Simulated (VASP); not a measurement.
Runs of VASP 6.6.1 on Al. The structure is that of space group Fm-3m (No. 225), or close to it. The cells are those of the table. 

```csv
task,cell,cutoff (eV),gap on the mesh (eV),pressure (GPa)
single point,"a = 2.710 Å, angles 60.0°, 1 atom",520,none,(a)
relaxation of cell and atoms,"relaxed to -3 GPa from a = 2.850 Å, angles 60.0°, 1 atom",600,none,-3.0
relaxation of cell and atoms,"relaxed to 3 GPa from a = 2.796 Å, angles 60.0°, 1 atom",600,none,3.1
single point,"a = 2.823 Å, angles 60.0°, 1 atom",520,none,-0.4
relaxation of cell and atoms,"relaxed to 15 GPa from a = 2.706 Å, angles 60.0°, 1 atom",600,none,14.9
```

Alike in all rows: level r2SCAN; potentials or basis VASP PAW PBE potentials, release 64 (Al); no spin polarisation; k mesh 18 × 18 × 18; smearing gaussian 0.1 eV.

Task: Estimate the missing entries.

Result: (a) 14.5.

Caveats: the PAW data sets were made with another functional, which shifts forces and pressure a little; the cell is relaxed towards a set pressure, so the enthalpy falls and the energy may rise (some runs).

A gap of «none» marks levels without a gap at the run's occupations.
